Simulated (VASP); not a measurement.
A run of VASP 6.6.1:

The input INCAR:

```
PREC = Accurate ; ENCUT = 400
EDIFF = 1E-6 ; ISMEAR = 0
SIGMA = 0.02 ; LREAL = F
LASPH = T ; NELM = 120
ALGO = Normal ; ISIF = 2
LWAVE = F ; LCHARG = F
LDIPOL = T ; IDIPOL = 3
DIPOL = 0.5 0.5 0.500 ; GGA = PE
IVDW = 12 ; NBANDS = 22
GGA_COMPAT = F ; NELMDL = -8
```

The input KPOINTS:

```
regular mesh
0
Gamma
  9 9 1
```

File POSCAR:

```
As
1.0
    3.5780000000      0.0000000000      0.0000000000
   -1.7890000000      3.0986388948      0.0000000000
    0.0000000000      0.0000000000     28.5742413766
As
2
Direct
    0.3333333333      0.6666666667      0.5000000000
    0.6666666667      0.3333333333      0.5000000000
```

Potentials or basis: VASP PAW PBE potentials, release 64 (As_d).

Launch:

```console
$ cat potpaw_PBE.64/As_d/POTCAR > POTCAR
$ mpirun -np 1 vasp_std > vasp.out
```

Hardware: 1 thread of AMD EPYC 7R13 Processor (Zen 3), with other jobs on the host.

How long does it take, and how much memory?

It took 75 s on 1 thread of AMD EPYC 7R13 Processor (Zen 3) (shared host), peak memory 0.3 GiB. Counts: scf iterations 23, k points 12.
